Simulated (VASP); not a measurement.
# CdSe: single point with HSE06

CdSe:

```xyz
2
Lattice="0.0000 2.8429 2.8429 2.8429 0.0000 2.8429 2.8429 2.8429 0.0000" Properties=species:S:1:pos:R:3 pbc="T T T"
Cd    0.0000    0.0000    0.0000
Se    2.8429    2.8429    2.8429
```

```yaml
Program: VASP 6.6.1
Task: single point
Functional: HSE06
Potentials_or_basis: VASP PAW PBE potentials, release 64 (Cd, Se)
Cutoff: 520 eV
k_mesh: 6 × 6 × 6
Occupations: fermi-dirac, width 0.02 eV
Spin: no spin polarisation
Dipole_correction: no
Grid_for_exact_exchange_PRECFOCK: Normal
Further_INCAR_settings: ALGO = Normal; EDIFF = 1e-06; NBANDS = 16
Share_of_exact_exchange: 0.25
Screening_parameter: 0.2079 1/Å
```

The pressure is 0.3 GPa and the band gap on the k mesh is 0.38 eV (least direct gap 1.77 eV).

Levels at points of the mesh, in eV from the valence-band top:
| k point | band 5 | band 6 | band 7 | band 8 | band 9 | band 10 | band 11 | band 12 | band 13 | band 14 |
| --- | --- | --- | --- | --- | --- | --- | --- | --- | --- | --- |
| (0.00, 0.00, 0.00) | -9.25 | -9.25 | -0.62 | -0.62 | -0.62 | 1.15 | 9.67 | 9.67 | 9.67 | 11.17 |
| (0.50, 0.00, 0.00) | -9.11 | -9.11 | -5.48 | -0.02 | -0.02 | 3.86 | 6.26 | 6.26 | 7.59 | 12.52 |
| (0.50, 0.50, 0.00) | -9.05 | -8.42 | -4.60 | -2.27 | -2.27 | 0.38 | 6.22 | 11.30 | 11.99 | 11.99 |

Wall time 39 min on 1 thread of Intel(R) Xeon(R) Platinum 8375C CPU @ 2.90GHz (Ice Lake), on a shared host, peak memory 0.29 GiB.

Caveat: the PAW data sets were made with another functional, which shifts forces and pressure a little. A k mesh can miss the band edges.
